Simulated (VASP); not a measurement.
Ti12H, 13 atoms in the cell. The cell holds a slab with vacuum, 13 atoms: a = 5.876 Å, b = 4.650 Å, c = 21.284 Å, α = 90.00°, β = 90.00°, γ = 90.00°. 

```yaml
Program: VASP 6.6.1
Task: single point
Functional: PBE
Potentials_or_basis: VASP PAW PBE potentials, release 64 (Ti_sv, H)
Cutoff: 520 eV
k_mesh: 5 × 6 × 1
Occupations: gaussian, width 0.1 eV
Spin: no spin polarisation
Dipole_correction: yes
Further_INCAR_settings: ALGO = Normal; EDIFF = 1e-07; NBANDS = 84
```

Potentials or basis: VASP PAW PBE potentials, release 64 (Ti_sv, H).

Run with:

```sh
$ cat potpaw_PBE.64/Ti_sv/POTCAR potpaw_PBE.64/H/POTCAR > POTCAR
$ mpirun -np 1 vasp_std > vasp.out
```

Hardware: 1 thread of Intel Xeon 8259CL, on a shared host.

**Question.** Estimate the wall time of this run.

**Answer.** It took 75 min on 1 thread of Intel Xeon 8259CL (shared host), peak memory 0.78 GiB. Counts: scf iterations 46, k points 12.
